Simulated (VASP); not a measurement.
Cu: single point with r2SCAN

Cu:

```
Cu
1.0
    -1.44279    1.44279    1.35544
     1.44279   -1.44279    1.35544
     1.44279    1.44279   -1.35544
Cu
1
Cartesian
  0.0000 0.0000 0.0000
```

This cell differs from its parent crystal: strain +0.000 along x and y, -0.015 along z.

* Program: VASP 6.6.1
* Task: single point
* Functional: r2SCAN
* Potentials or basis: VASP PAW PBE potentials, release 64 (Cu)
* Cutoff: 520 eV
* k mesh: 24 × 24 × 24
* Occupations: gaussian, width 0.15 eV
* Spin: no spin polarisation
* Dipole correction: no
* Further INCAR settings: ALGO = Normal; EDIFF = 1e-06; NBANDS = 12

- Pressure: 3.6 GPa
- Band gap on the k mesh: zero (an odd number of electrons rules out a gap without spin polarisation)

Stress tensor (GPa, compression positive):
```
3.47 0.00 0.00
0.00 3.47 0.00
0.00 0.00 3.74
```

Levels at points of the mesh, in eV from the Fermi level:
| k point | band 2 | band 3 | band 4 | band 5 | band 6 | band 7 | band 8 | band 9 | band 10 | band 11 |
| --- | --- | --- | --- | --- | --- | --- | --- | --- | --- | --- |
| (0.00, 0.00, 0.00) | -3.54 | -3.27 | -3.27 | -2.45 | -2.17 | 25.79 | 25.79 | 27.61 | 30.21 | 30.37 |
| (0.50, 0.00, 0.00) | -4.26 | -2.32 | -2.04 | -1.48 | -0.55 | 5.10 | 18.13 | 18.45 | 22.20 | 25.58 |
| (0.50, 0.50, 0.00) | -3.92 | -2.52 | -2.25 | -1.51 | -1.07 | 4.37 | 19.82 | 20.44 | 23.86 | 27.07 |
| (0.50, 0.50, 0.50) | -5.06 | -1.69 | -1.69 | -1.61 | 8.04 | 8.04 | 10.63 | 13.67 | 14.53 | 18.16 |

Run time: 9 min on 1 thread of Intel Xeon 8259CL (shared host), peak memory 0.24 GiB.

Caveat: the cell differs from its parent crystal (strain +0.000 along x and y, -0.015 along z); the cell stands under pressure; the PAW data sets were made with another functional, which shifts forces and pressure a little.
